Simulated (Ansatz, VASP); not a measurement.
# WC in VASP and in Ansatz

```xyz
2
Lattice="2.9225 0.0000 0.0000 -1.4612 2.5309 0.0000 0.0000 0.0000 2.8464" Properties=species:S:1:pos:R:3 pbc="T T T"
W     0.0000    0.0000    0.0000
C     1.4612    0.8436    1.4232
```

Alike in both runs: functional PBE; k mesh 9 × 9 × 8; occupations gaussian, width 0.1 eV; no spin polarisation.

Ansatz relaxed the structure, and its values are those at the end. VASP's run is a single point on that final structure, the one shown.

```csv
,VASP,Ansatz
version,VASP 6.6.1,Ansatz 0.2.0
potentials or method,"VASP PAW PBE potentials, release 64 (W_sv, C_h), cutoff 1300 eV","scalar-relativistic, plane waves, PAW"
valence electrons in the cell,18,18
```

```tsv
	VASP	Ansatz	Ansatz less VASP
gap on the k mesh at the Fermi level (eV)	none	none	-
pressure (GPa)	1.0	0.1	-0.94
```

A gap of «none» marks a metal or a gap that the smearing closes.

Spin-orbit coupling is off throughout.
